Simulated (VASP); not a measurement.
The system is AlN.

```
Al N
1.0
     0.00000   -2.03526   -2.03526
    -2.03526    0.00000   -2.03526
     2.03526    2.03526   -4.07053
Al N
2 2
Cartesian
  0.0132 -0.1590 -6.0589
  -0.0132 0.1590 -2.0822
  0.2891 -0.0245 -4.2121
  -2.3243 0.0245 -1.8937
```

| Item | Value |
| --- | --- |
| Program | VASP 6.6.1 |
| Task | relaxation of cell and atoms |
| Functional | PBE |
| Potentials or basis | VASP PAW PBE potentials, release 64 (Al, N) |
| Cutoff | 600 eV |
| k mesh | 12 × 12 × 8 |
| Occupations | gaussian, width 0.05 eV |
| Spin | no spin polarisation |

At the start: pressure 27.4 GPa; volume 8.43 Å³/atom.

Q: How do energy, volume and symmetry change on relaxing?

A: Over 19 steps the energy falls by 690.6 meV/atom and the volume is 8.42 Å³/atom (-0.2 %); space group P1 (No. 1, to 0.1 Å) before, Fm-3m (No. 225, to 0.1 Å).

The path:
| step | energy change (eV) | largest force (eV/Å) | pressure (GPa) | volume (Å³) |
| --- | --- | --- | --- | --- |
| 1 | 0.0000 | 7.7882 | 27.41 | 33.72 |
| 2 | -1.2695 | 3.2910 | -27.59 | 41.18 |
| 3 | -2.2647 | 1.2300 | -18.59 | 37.74 |
| 4 | -2.2684 | 1.3806 | -17.78 | 37.58 |
| 5 | -2.5570 | 1.2638 | 6.43 | 33.34 |
| 6 | -2.5763 | 0.9764 | 0.56 | 34.11 |
| 7 | -2.6768 | 0.6736 | 2.78 | 33.55 |
| 8 | -2.6833 | 1.0133 | 3.89 | 33.36 |
| 9 | -2.7406 | 0.4131 | -1.38 | 33.92 |
| 10 | -2.7409 | 0.4419 | -1.72 | 33.96 |
| 11 | -2.7580 | 0.1768 | 0.00 | 33.68 |
| 12 | -2.7591 | 0.1046 | 0.58 | 33.60 |
| 13 | -2.7616 | 0.0674 | -0.44 | 33.73 |
| 14 | -2.7616 | 0.0734 | -0.54 | 33.74 |
| 15 | -2.7623 | 0.0530 | 0.17 | 33.64 |
| 16 | -2.7624 | 0.0382 | 0.05 | 33.66 |
| 17 | -2.7624 | 0.0196 | 0.04 | 33.66 |
| 18 | -2.7624 | 0.0172 | 0.04 | 33.66 |
| 19 | -2.7625 | 0.0031 | -0.05 | 33.67 |

Final structure:
```cif
data_structure
_symmetry_space_group_name_H-M 'P 1'
_symmetry_Int_Tables_number 1
_cell_length_a 2.8767
_cell_length_b 2.8770
_cell_length_c 4.9829
_cell_angle_alpha 73.226
_cell_angle_beta 73.212
_cell_angle_gamma 60.000
_cell_volume 33.67
loop_
_atom_site_label
_atom_site_type_symbol
_atom_site_fract_x
_atom_site_fract_y
_atom_site_fract_z
_atom_site_occupancy
Al1 Al 0.74989 0.75005 0.75002 1
Al2 Al 0.25010 0.24997 0.25000 1
N1 N 0.49998 0.50002 0.49999 1
N2 N 0.00002 0.99996 0.99999 1
```
